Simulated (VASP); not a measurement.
Write the native input for VASP 6.6.1 that does the following.

| Quantity | Value |
| --- | --- |
| Task | single point |
| Functional | LDA |
| Potentials or basis | VASP PAW LDA potentials, release 64 (Sc_sv, Al) |
| Cutoff | 520 eV |
| k mesh | 10 × 10 × 10 |
| Occupations | gaussian, width 0.1 eV |
| Spin | no spin polarisation |
| Dipole correction | no |
| Further INCAR settings | ALGO = Fast; EDIFF = 1e-07; NBANDS = 18 |

The structure of ScAl3 lies in POSCAR:

```
ScAl3
1.0
    4.0316373296      0.0000000000      0.0000000000
    0.0000000000      4.0316373296      0.0000000000
    0.0000000000      0.0000000000      4.0316373296
Sc Al
1 3
Direct
    0.0000000000      0.0000000000      0.0000000000
    0.5000000000      0.0000000000      0.5000000000
    0.0000000000      0.5000000000      0.5000000000
    0.5000000000      0.5000000000      0.0000000000
```

One way to write it, as run:

INCAR

```
SYSTEM = ScAl3
PREC = Accurate ; ENCUT = 520
EDIFF = 1E-7 ; ISMEAR = 0
SIGMA = 0.1 ; LREAL = .False.
LASPH = .True. ; NELM = 100
ALGO = Fast ; ISIF = 2
LWAVE = .False. ; LCHARG = .False.
NBANDS = 18
```

KPOINTS

```
Automatic mesh
0
Gamma
  10 10 10
  0 0 0
```

Potentials or basis: VASP PAW LDA potentials, release 64 (Sc_sv, Al).

Launch:

```bash
$ cat potpaw_LDA.64/Sc_sv/POTCAR potpaw_LDA.64/Al/POTCAR > POTCAR
$ mpirun -np 1 vasp_std > vasp.out
```

Results of the run:

| Quantity | Value |
| --- | --- |
| Pressure | 0.1 GPa |
| Band gap on the k mesh | zero (band 10 reaches 8.45 eV, above the bottom of band 11 at 4.50 eV) |

It took 120 s on 1 thread of Oxide Virtual Turin-like Processor (shared host), peak memory 0.15 GiB.
